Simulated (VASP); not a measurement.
SnO: single point with r2SCAN

The system is SnO.

```xyz
2
Lattice="0.0000 2.5370 2.5370 2.5370 0.0000 2.5370 2.5370 2.5370 0.0000" Properties=species:S:1:pos:R:3 pbc="T T T"
Sn    0.0000    0.0000    0.0000
O     2.5370    2.5370    2.5370
```

```json
{
  "Program": "VASP 6.6.1",
  "Task": "single point",
  "Functional": "r2SCAN",
  "Potentials or basis": "VASP PAW PBE potentials, release 64 (Sn_d, O)",
  "Cutoff": "520 eV",
  "k mesh": "8 × 8 × 8",
  "Occupations": "fermi-dirac, width 0.02 eV",
  "Spin": "no spin polarisation",
  "Dipole correction": "no",
  "Further INCAR settings": "ALGO = Normal; EDIFF = 1e-06; NBANDS = 17"
}
```

The pressure is 0.2 GPa. The band gap on the k mesh is 1.00 eV.

Levels at points of the mesh, in eV from the valence-band top:
| k point | band 8 | band 9 | band 10 | band 11 | band 12 | band 13 |
| --- | --- | --- | --- | --- | --- | --- |
| (0.00, 0.00, 0.00) | -3.30 | -3.30 | -3.30 | 8.37 | 8.37 | 8.37 |
| (0.50, 0.00, 0.00) | -3.09 | -3.09 | -0.36 | 1.10 | 4.87 | 4.87 |
| (0.50, 0.50, 0.00) | -4.42 | -4.40 | -4.40 | 4.11 | 5.83 | 6.48 |

It took 62 s on 1 thread of Intel Xeon 8259CL, with other jobs on the host, peak memory 0.17 GiB.

Caveat: the PAW data sets were made with another functional, which shifts forces and pressure a little; spin-orbit coupling is left out, which moves the levels of the heavy elements. A k mesh can miss the band edges.
